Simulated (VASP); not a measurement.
# Mg (P6_3/mmc) in VASP: further runs

The runs below take Mg through single point, with PBE.

Program: VASP 6.6.1. These are calculated values, not measurements. Logs are shortened: lines on timing, memory, paths and dates and some standing lists are left out, and cuts for length are marked.

## Step 1: The cell of the first run

It takes space group P6_3/mmc (No. 194, hexagonal). The conventional cell has a = 3.466 Å, b = 3.466 Å, c = 5.419 Å, α = 90.00°, β = 90.00°, γ = 120.00°. Mg (site symmetry -6m2) has 12 Mg at 3.37 to 3.47 Å within 4.4 Å.

## Step 2: Single point, PBE (strain +0.080 along x and y, +0.040 along z)

INCAR reads:

```
SYSTEM = Mg
PREC = Accurate ; ENCUT = 520
EDIFF = 1E-6 ; ISMEAR = 0
SIGMA = 0.15 ; LREAL = .FALSE.
LASPH = .TRUE. ; NELM = 60
ALGO = Normal ; ISIF = 2
LWAVE = .FALSE. ; LCHARG = .FALSE.
GGA = PE ; NBANDS = 9
```

KPOINTS reads:

```
Automatic mesh
0
G
  18 18 10
  0 0 0
```

POSCAR reads:

```
Mg
1.0
    3.4660132551      0.0000000000      0.0000000000
   -1.7330066275      3.0016555288      0.0000000000
    0.0000000000      0.0000000000      5.4187432000
Mg
2
Direct
    0.3333333333      0.6666666667      0.2500000000
    0.6666666667      0.3333333333      0.7500000000
```

Potentials or basis: VASP PAW PBE potentials, release 64 (Mg).

Run with:

```
cat potpaw_PBE.64/Mg/POTCAR > POTCAR
mpirun -np 1 vasp_std > vasp.out
```

OUTCAR:

```text
SYSTEM = Mg
   PREC = Accurate
   ENCUT = 520
   EDIFF = 1E-6
   ISMEAR = 0
   LREAL = .FALSE.
   LASPH = .TRUE.
   NELM = 60
   ISIF = 2
   GGA = PE

 ion  position               nearest neighbor table
   1  0.333  0.667  0.250-   2 3.37   2 3.37   2 3.37   2 3.37   2 3.37   2 3.37
   2  0.667  0.333  0.750-   1 3.37   1 3.37   1 3.37   1 3.37   1 3.37   1 3.37

  LATTYP: Found a hexagonal cell.
 ALAT       =     3.4660132551
 C/A-ratio  =     1.5633936749

  Lattice vectors:

 A1 = (   3.4660132551,   0.0000000000,   0.0000000000)
 A2 = (  -1.7330066275,   3.0016555288,   0.0000000000)
 A3 = (   0.0000000000,   0.0000000000,   5.4187432000)

Analysis of symmetry for initial positions (statically):
=====================================================================
 Subroutine PRICEL returns:
 Original cell was already a primitive cell.

 Routine SETGRP: Setting up the symmetry group for a
 hexagonal supercell.

 Subroutine GETGRP returns: Found 24 space group operations
 (whereof 12 operations were pure point group operations)
 out of a pool of 24 trial point group operations.

The static configuration has the point symmetry D_3d.
 The point group associated with its full space group is D_6h.

Analysis of symmetry for dynamics (positions and initial velocities):
=====================================================================
 Subroutine PRICEL returns:
 Original cell was already a primitive cell.

 Routine SETGRP: Setting up the symmetry group for a
 hexagonal supercell.

 Subroutine GETGRP returns: Found 24 space group operations
 (whereof 12 operations were pure point group operations)
 out of a pool of 24 trial point group operations.

The dynamic configuration has the point symmetry D_3d.
 The point group associated with its full space group is D_6h.

 Subroutine INISYM returns: Found 24 space group operations
 (whereof 12 operations are pure point group operations),
 and found     1 'primitive' translations

----------------------------------------------------------------------------------------

                                     Primitive cell

  volume of cell :      56.3754

  direct lattice vectors                    reciprocal lattice vectors
     3.466013255  0.000000000  0.000000000     0.288515919  0.166574744  0.000000000
    -1.733006628  3.001655529  0.000000000     0.000000000  0.333149487  0.000000000
     0.000000000  0.000000000  5.418743200     0.000000000  0.000000000  0.184544638

  length of vectors
     3.466013255  3.466013255  5.418743200     0.333149487  0.333149487  0.184544638

  position of ions in fractional coordinates (direct lattice)
     0.333333333  0.666666667  0.250000000
     0.666666667  0.333333333  0.750000000

  ion indices of the primitive-cell ions
   primitive index   ion index
                 1           1
                 2           2

----------------------------------------------------------------------------------------

 KPOINTS: Automatic mesh

Automatic generation of k-mesh.
 Grid dimensions read from file:
 generate k-points for:   18   18   10

 Generating k-lattice:

  Cartesian coordinates                     Fractional coordinates (reciprocal lattice)
     0.016028662  0.009254152  0.000000000     0.055555556  0.000000000  0.000000000
     0.000000000  0.018508305  0.000000000     0.000000000  0.055555556  0.000000000
     0.000000000  0.000000000  0.018454464     0.000000000  0.000000000  0.100000000

  Length of vectors
     0.018508305  0.018508305  0.018454464

  Shift w.r.t. Gamma in fractional coordinates (k-lattice)
     0.000000000  0.000000000  0.000000000

 Subroutine IBZKPT returns following result:
 ===========================================

 Found    222 irreducible k-points:

 Following reciprocal coordinates:
            Coordinates               Weight
  0.000000  0.000000  0.000000      1.000000
  0.055556  0.000000  0.000000      6.000000
  0.111111  0.000000  0.000000      6.000000
  0.166667  0.000000  0.000000      6.000000
  0.222222  0.000000  0.000000      6.000000
  0.277778  0.000000  0.000000      6.000000
[... 16 lines left out ...]
  0.333333  0.111111  0.000000     12.000000
  0.388889  0.111111  0.000000     12.000000
 [... further k-points ...]
   k-points           NKPTS =    222   k-points in BZ     NKDIM =    222   number of bands    NBANDS=      9
   number of dos      NEDOS =    301   number of ions     NIONS =      2
   total plane-waves  NPLWV =  31360
   dimension x,y,z NGX =    28 NGY =   28 NGZ =   40
   dimension x,y,z NGXF=    56 NGYF=   56 NGZF=   80
   ions per type =               2
   NGX,Y,Z   is equivalent  to a cutoff of  13.43, 13.43, 12.27 a.u.
   NGXF,Y,Z  is equivalent  to a cutoff of  26.86, 26.86, 24.54 a.u.
 SYSTEM =  Mg
   PREC   = accura    normal or accurate (medium, high low for compatibility)
   ISTART =      0    job   : 0-new  1-cont  2-samecut
   ICHARG =      2    charge: 1-file 2-atom 10-const
   ISPIN  =      1    spin polarized calculation?
   LNONCOLLINEAR =      F non collinear calculations
   LSORBIT =      F    spin-orbit coupling
   LASPH  =      T    aspherical Exc in radial PAW
   ENCUT  =  520.0 eV  38.22 Ry    6.18 a.u.   6.44  6.44 10.08*2*pi/ulx,y,z
   NELM   =     60;   NELMIN=  2; NELMDL= -5     # of ELM steps
   EDIFF  = 0.1E-05   stopping-criterion for ELM
   LREAL  =      F    real-space projection
   EDIFFG = 0.1E-04   stopping-criterion for IOM
   NSW    =      0    number of steps for IOM
   IBRION =     -1    ionic relax: 0-MD 1-quasi-New 2-CG
   NFREE  =      0    steps in history (QN), initial steepest desc. (CG)
   ISIF   =      2    stress and relaxation
   ISYM   =      2    0-nonsym 1-usesym 2-fastsym
   POTIM  = 0.5000    time-step for ionic-motion
   TEBEG  =    0.0;   TEEND  =   0.0 temperature during run
   PSTRESS=    0.0 pullay stress
   NELECT =       4.0000    total number of electrons
   NUPDOWN=      -1.0000    fix difference up-down
   EMIN   =  10.00;   EMAX   =-10.00  energy-range for DOS
   EFERMI =   0.00;   METHOD = LEGACY
   ISMEAR =     0;   SIGMA  =   0.15  broadening in eV -4-tet -1-fermi 0-gaus
   EFERMI_NEDOS =   21; number of points for ismear=-14 and -15
   IALGO  =     38    algorithm
   IMIX   =      4    mixing-type and parameters
     AMIX     =   0.40;   BMIX     =  1.00
     AMIX_MAG =   1.60;   BMIX_MAG =  1.00
  volume/ion in A,a.u.               =      28.19       190.22
  Fermi-wavevector in a.u.,A,eV,Ry     =   0.677743  1.280748  6.249637  0.459335
  Thomas-Fermi vector in A             =   1.755442
   LORBIT       =      0    0 simple, 1 ext, 2 COOP (PROOUT), +10 PAW based schemes
   GGA     = PE    functional components
   LHFCALC =     F    Hartree Fock is set to
   AEXX    =    0.0000 exact exchange contribution
   IVDW    =     0    specifies the selected vdW correction
   LEPSILON=     F    determine dielectric tensor
   LRPA    =     F    only Hartree local field effects (RPA)
 non-spin polarized calculation
 Gauss-broadening in eV      SIGMA  =   0.15
  energy-cutoff  :      520.00
  volume of cell :       56.38
 maximum number of plane-waves:      1544
 NGX is ok and might be reduce to    28
   NGX = 13   NGY = 13   NGZ = 21

 number of electron       4.0000000 magnetization

 Free energy of the ion-electron system (eV)
  ---------------------------------------------------
  ext. energy  EPLUGINS =         0.00000000
  ---------------------------------------------------
  free energy    TOTEN  =        -2.81888780 eV

  energy without entropy =       -2.80827976  energy(sigma->0) =       -2.81358378

 E-fermi :   1.6604     XC(G=0):  -7.8782

 val. band max:        1.6573016061   @ k =   0.2778   0.0000   0.0000
 cond. band min:       1.6701025703   @ k =   0.1667   0.1111   0.0000
 fundamental gap:      0.0128009641
 Fermi energy:         1.6604151013

 k-point     1 :       0.0000    0.0000    0.0000
  band No.  band energies     occupation
      1      -4.4469      2.00000
      2       0.4615      2.00000
      3       0.7157      2.00000
      4      10.7376      0.00000
      5      10.7376      0.00000
      6      11.0878      0.00000
      7      11.0878      0.00000
      8      12.4215      0.00000
      9      12.8840      0.00000

 k-point     2 :       0.0556    0.0000    0.0000
  band No.  band energies     occupation
      1      -4.3953      2.00000
      2       0.5094      2.00000
      3       0.7668      2.00000
      4       9.6516      0.00000
      5      10.1198      0.00000
      6      10.9670      0.00000
      7      11.7978      0.00000
      8      13.0143      0.00000
      9      13.4980      0.00000

 k-point     3 :       0.1111    0.0000    0.0000
  band No.  band energies     occupation
      1      -4.2406      2.00000
      2       0.6529      2.00000
      3       0.9195      2.00000
      4       8.1858      0.00000
      5       9.4468      0.00000
      6      10.3821      0.00000
      7      12.6003      0.00000
      8      12.7465      0.00000
      9      12.8499      0.00000

 k-point     4 :       0.1667    0.0000    0.0000
  band No.  band energies     occupation
      1      -3.9833      2.00000
      2       0.8922      2.00000
      3       1.1724      2.00000
      4       6.7405      0.00000
      5       8.8597      0.00000
      6       9.7548      0.00000
      7      11.2107      0.00000
      8      11.6552      0.00000
      9      13.3182      0.00000
[... 205 lines left out ...]
 k-point    22 :       0.2778    0.1111    0.0000
  band No.  band energies     occupation
      1      -2.4512      2.00000
      2       2.3254      0.00000
      3       2.4758      0.00000
      4       3.1772      0.00000
      5       5.5767      0.00000
      6       7.5264      0.00000
      7       8.0473      0.00000
      8      10.2382      0.00000
      9      10.5600      0.00000

 k-point    23 :       0.3333    0.1111    0.0000
  band No.  band energies     occupation
      1      -1.7940      2.00000
      2       1.7581      0.35706
      3       2.9424      0.00000
      4       3.3961      0.00000
      5       5.3200      0.00000
      6       6.4420      0.00000
      7       7.0161      0.00000
      8       9.9829      0.00000
      9      10.3392      0.00000

 k-point    24 :       0.3889    0.1111    0.0000
  band No.  band energies     occupation
      1      -1.0422      2.00000
      2       0.7554      2.00000
      3       3.6405      0.00000
      4       4.0578      0.00000
      5       5.1111      0.00000
      6       5.4610      0.00000
      7       6.1340      0.00000
      8       9.8312      0.00000
      9      10.2060      0.00000

 [... further k-points ...]

------------------------ aborting loop because EDIFF is reached ----------------------------------------

  FORCE on cell =-STRESS in cart. coord.  units (eV):
  Direction    XX          YY          ZZ          XY          YZ          ZX
  --------------------------------------------------------------------------------------
  -------------------------------------------------------------------------------------
  Total       -1.7928117     -1.7928117     -1.5927812     -0.0000000      0.0000000      0.0000000
  in kB      -50.9513404    -50.9513404    -45.2665164     -0.0000000      0.0000000      0.0000000
  external PRESSURE =     -49.0563990 kB  Pullay stress =       0.0000000 kB

 VOLUME and BASIS-vectors are now :
 -----------------------------------------------------------------------------
  energy-cutoff  :      520.00
  volume of cell :       56.38
      direct lattice vectors                 reciprocal lattice vectors
     3.466013255  0.000000000  0.000000000     0.288515919  0.166574744  0.000000000
    -1.733006628  3.001655529  0.000000000     0.000000000  0.333149487  0.000000000
     0.000000000  0.000000000  5.418743200     0.000000000  0.000000000  0.184544638

 POSITION                                       TOTAL-FORCE (eV/Angst)
 -----------------------------------------------------------------------------------
     -0.00000      2.00110      1.35469         0.000000     -0.000000      0.000000
      1.73301      1.00055      4.06406        -0.000000      0.000000      0.000000
 -----------------------------------------------------------------------------------
    total drift:                                0.000000     -0.000000      0.000000

  FREE ENERGIE OF THE ION-ELECTRON SYSTEM (eV)
  ---------------------------------------------------
  free  energy   TOTEN  =        -2.8188878028 eV

  energy  without entropy=       -2.8082797636  energy(sigma->0) =       -2.81358378
```

Wall time 30 s (1 thread of Intel Xeon 6975P-C (Granite Rapids), shared host); peak memory 0.25 GiB.

What came out:

| Quantity | Value |
| --- | --- |
| Free energy | -2.8189 eV |
| Pressure | -4.9 GPa |
| Band gap on the k mesh | zero (bands 2 and 3 overlap by 2.04 eV) |

Stress tensor (GPa, compression positive):
```
-5.10  0.00  0.00
 0.00 -5.10  0.00
 0.00  0.00 -4.53
```

Caveat: the cell differs from its parent crystal (strain +0.080 along x and y, +0.040 along z); the cell stands under tension.

## Step 3: Single point, PBE (strain +0.080 along x and y, +0.080 along z)

INCAR reads:

```
SYSTEM = Mg
ALGO = Normal ; EDIFF = 1E-6
ENCUT = 520 ; GGA = PE
ISIF = 2 ; ISMEAR = 0
LASPH = .TRUE. ; LCHARG = .FALSE.
LREAL = .FALSE. ; LWAVE = .FALSE.
NBANDS = 9 ; NELM = 60
PREC = Accurate ; SIGMA = 0.15
```

KPOINTS reads:

```
k-points
0
G
  18 18 10
  0 0 0
```

Changes to POSCAR since step 2:

```diff
@@ -4,3 +4,3 @@
    -1.7330066275      3.0016555288      0.0000000000
-    0.0000000000      0.0000000000      5.4187432000
+    0.0000000000      0.0000000000      5.6271564000
 Mg
```

Potentials or basis: VASP PAW PBE potentials, release 64 (Mg).

Run with:

```
cat potpaw_PBE.64/Mg/POTCAR > POTCAR
mpirun -np 1 vasp_std > vasp.out
```

Wall time 33 s (1 thread of Intel Xeon 6975P-C (Granite Rapids), shared host); peak memory 0.24 GiB.

Results (log left out):

* Free energy: -2.7515 eV
* Pressure: -5.4 GPa
* Band gap on the k mesh: zero (bands 2 and 3 overlap by 2.26 eV)

Levels at points of the mesh, in eV from the Fermi level:
| k point | band 1 | band 2 | band 3 | band 4 | band 5 | band 6 | band 7 |
| --- | --- | --- | --- | --- | --- | --- | --- |
| (0.00, 0.00, 0.00) | -5.95 | -1.29 | -1.26 | 9.26 | 9.26 | 9.59 | 9.59 |
| (0.50, 0.00, 0.00) | -1.94 | -1.74 | 2.34 | 2.65 | 2.91 | 2.98 | 5.74 |
| (0.00, 0.00, 0.50) | -4.77 | -4.77 | 4.34 | 4.34 | 10.22 | 10.22 | 10.22 |
| (0.50, 0.00, 0.50) | -0.86 | -0.86 | -0.50 | -0.50 | 6.78 | 6.78 | 7.24 |

Caveat: the cell differs from its parent crystal (strain +0.080 along x and y, +0.080 along z); the cell stands under tension.
